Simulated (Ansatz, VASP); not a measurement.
## SnTe in VASP and in Ansatz

INCAR

```
  PREC = Accurate
  ENCUT = 520
  EDIFF = 1E-8
  ISMEAR = -1
  SIGMA = 0.08
  LREAL = F
  LASPH = T
  NELM = 60
  ALGO = Normal
  ISIF = 2
  LWAVE = F
  LCHARG = F
  LEFG = T
  NBANDS = 17
```

The input KPOINTS:

```
Automatic mesh
0
Gamma
  11 11 11
```

POSCAR

```
SnTe
1.0
    0.0000000000      3.1565000000      3.1880650000
    3.1565000000      0.0000000000      3.1880650000
    3.1565000000      3.1565000000      0.0000000000
Sn Te
1 1
Direct
    0.0000000000      0.0000000000      0.0000000000
    0.5000000000      0.5000000000      0.5000000000
```

Input for Ansatz:

```yaml
crystal:
  lattice:
    - [0.0, 3.1565, 3.188065]
    - [3.1565, 0.0, 3.188065]
    - [3.1565, 3.1565, 0.0]
  atoms:
    - { symbol: Sn, position: [0.0, 0.0, 0.0] }
    - { symbol: Te, position: [0.5, 0.5, 0.5] }
kpoints:
  mp_grid: { grid: [11, 11, 11] }
scf:
  occupations: { method: fermi_dirac, width: 0.08 }
hamiltonian:
  xc: lda
  pseudopotentials: { kind: all_electron, datasets: crystal }
output:
  forces: true
  stress: true
  eigenvalues: true
  efg: { contact_densities: true }
```

Change from the starting cell: zz strain of +1 %, crystal datasets.

Alike in both runs: task electric field gradients; functional LDA; k mesh 11 × 11 × 11; occupations fermi-dirac, width 0.08 eV; no spin polarisation.

|  | VASP | Ansatz |
| --- | --- | --- |
| version | VASP 6.6.1 | Ansatz 0.2.0 |
| potentials or method | VASP PAW LDA potentials, release 64 (Sn_d, Te), cutoff 520 eV | all-electron PAW with datasets made for the crystal, scalar-relativistic |

|  | VASP | Ansatz | Ansatz less VASP |
| --- | --- | --- | --- |
| pressure (GPa) | -2.1 | -2.1 | -0.04 |
| traceless stress, the component that is largest in VASP (GPa) | -0.77 | -0.76 | +0.006 |
| size of Vzz on the site where it differs most (V/Å²) | 3.7 | 3.2 | -0.46 |

LDA's correlation is that of Perdew and Zunger in VASP and of Perdew and Wang (1992) in Ansatz. Ansatz ran all-electron here, and VASP with PAW potentials.

Spin-orbit coupling is off throughout.
